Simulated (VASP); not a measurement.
BaTiO3, 5 atoms in the cell. It takes space group P4/mmm (No. 123, tetragonal). Conventional cell: a = 4.040 Å, b = 4.040 Å, c = 4.018 Å, α = 90.00°, β = 90.00°, γ = 90.00°. Ba (site symmetry 4/mmm) has 12 O at 2.85 to 2.86 Å and 8 Ti at 3.49 Å within 3.8 Å. Ti (site symmetry 4/mmm) has 6 O at 2.01 to 2.02 Å within 2.7 Å. Within 2.7 Å of O (site symmetry 4/mmm) lie 2 Ti at 2.01 Å. Within 2.7 Å of O (site symmetry mmm) lie 2 Ti at 2.02 Å.  This cell differs from its parent crystal: equal xx and yy strain of +1 %.

* Program: VASP 6.6.1
* Task: single point
* Functional: PBEsol
* Potentials or basis: VASP PAW PBE potentials, release 64 (Ba_sv, Ti_sv, O)
* Cutoff: 520 eV
* k mesh: 7 × 7 × 7
* Occupations: fermi-dirac, width 0.03 eV
* Spin: no spin polarisation
* Dipole correction: no
* Further INCAR settings: ALGO = Normal; EDIFF = 1e-07; NBANDS = 28

Potentials or basis: VASP PAW PBE potentials, release 64 (Ba_sv, Ti_sv, O).

The run is started by

```bash
$ cat potpaw_PBE.64/Ba_sv/POTCAR potpaw_PBE.64/Ti_sv/POTCAR potpaw_PBE.64/O/POTCAR > POTCAR
$ mpirun -np 1 vasp_std > vasp.out
```

Hardware: 1 thread of Intel(R) Xeon(R) Platinum 8488C (Sapphire Rapids) (shared host).

Task: Estimate the wall time of this run.

Result: It took 74 s on 1 thread of Intel(R) Xeon(R) Platinum 8488C (Sapphire Rapids), with other jobs on the host, peak memory 0.22 GiB. Counts: scf iterations 17, k points 40.
